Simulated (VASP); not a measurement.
A run of VASP 6.6.1:

The input POSCAR:

```
SnSe
1.0
    0.0000000000      2.9848894912      2.9848894912
    2.9848894912      0.0000000000      2.9848894912
    2.9848894912      2.9848894912      0.0000000000
Sn Se
1 1
Direct
    0.0000000000      0.0000000000      0.0000000000
    0.5000000000      0.5000000000      0.5000000000
```

Contents of INCAR.step1:

```
SYSTEM = SnSe
ALGO = Normal ; EDIFF = 1E-5
ENCUT = 520 ; GGA = PE
ISIF = 2 ; ISMEAR = 0
LASPH = .True. ; LCHARG = .False.
LREAL = .False. ; LWAVE = .True.
NBANDS = 17 ; NELM = 100
PREC = Accurate ; SIGMA = 0.01
```

File INCAR.step2:

```
SYSTEM = SnSe
AEXX = 0.35 ; ALGO = Normal
EDIFF = 1E-6 ; ENCUT = 520
GGA = PE ; HFSCREEN = 0.1
ISIF = 2 ; ISMEAR = 0
ISTART = 1 ; LASPH = .True.
LCHARG = .False. ; LHFCALC = .True.
LREAL = .False. ; LWAVE = .False.
NBANDS = 17 ; NELM = 100
PREC = Accurate ; PRECFOCK = Normal
SIGMA = 0.01
```

KPOINTS

```
k-points
0
Gamma
  4 4 4
  0 0 0
```

Potentials or basis: VASP PAW PBE potentials, release 64 (Sn_d, Se).

Run with:

```bash
$ cat potpaw_PBE.64/Sn_d/POTCAR potpaw_PBE.64/Se/POTCAR > POTCAR
$ cp INCAR.step1 INCAR
$ mpirun -np 1 vasp_std > vasp.out
$ cp INCAR.step2 INCAR
$ mpirun -np 1 vasp_std > vasp.out
```

Hardware: 1 thread of Intel(R) Xeon(R) 6975P-C (Granite Rapids) (shared host).

How long does it take, and how much memory?

Run time: 3.8 min on 1 thread of Intel(R) Xeon(R) 6975P-C (Granite Rapids), with other jobs on the host, peak memory 0.28 GiB. Counts: k points 8.
